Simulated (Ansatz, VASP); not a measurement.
# TiAg2 in VASP and in Ansatz

Contents of INCAR:

```
PREC = Accurate
ENCUT = 520
EDIFF = 1E-7
ISMEAR = 0
SIGMA = 0.1
LREAL = F
LASPH = T
NELM = 80
ALGO = Normal
ISIF = 2
LWAVE = F
LCHARG = F
GGA = PE
NBANDS = 24
```

KPOINTS

```
Automatic mesh
0
Gamma
  6 6 2
```

The input POSCAR:

```
TiAg2
1.0
    2.8186679700      0.0000000000      0.0000000000
   -1.4093339800      2.4410380600      0.0000000000
    0.0000000000      0.0000000000      7.6168743300
Ti Ag
1 2
Direct
    0.0000000000      0.0000000000      0.5000000000
    0.3333333300      0.6666666700      0.8233132800
    0.6666666700      0.3333333300      0.1766867200
```

Input for Ansatz:

```yaml
crystal:
  lattice:
    - [2.81866797, 0.0, 0.0]
    - [-1.40933398, 2.44103806, 0.0]
    - [0.0, 0.0, 7.61687433]
  atoms:
    - { symbol: Ti, position: [0.0, 0.0, 0.5] }
    - { symbol: Ag, position: [0.33333333, 0.66666667, 0.82331328] }
    - { symbol: Ag, position: [0.66666667, 0.33333333, 0.17668672] }
basis:
  ecutwfc: 420
kpoints:
  mp_grid: { grid: [6, 6, 2] }
hamiltonian:
  xc: pbe
scf:
  occupations: { method: gaussian, width: 0.1 }
  lower_state_search: "off"
output:
  forces: true
  stress: true
  eigenvalues: true
```

Alike in both runs: task single point; functional PBE; k mesh 6 × 6 × 2; occupations gaussian, width 0.1 eV; no spin polarisation.

```csv
,VASP,Ansatz
version,VASP 6.6.1,Ansatz 0.2.0
potentials or method,"VASP PAW PBE potentials, release 64 (Ti_sv, Ag), cutoff 520 eV","scalar-relativistic, plane waves, PAW"
valence electrons in the cell,34,50
```

```csv
,VASP,Ansatz,Ansatz less VASP
gap on the k mesh at the Fermi level (eV),none,none,-
pressure (GPa),2.2,2.4,+0.13
"traceless stress, the component that is largest in VASP (GPa)",-5.80,-5.97,-0.170
rms of the force components (eV/Å),0.065,0.065,+0.0006
```

Atom by atom the forces differ by 0.001 eV/Å (rms over components). A gap of «none» marks a metal or a gap that the smearing closes. VASP's potentials hold 34 valence electrons a cell and Ansatz's 50, so a difference there can come from the potentials and not from the codes.

The k mesh is coarse, so the values compare programs but aren't converged.
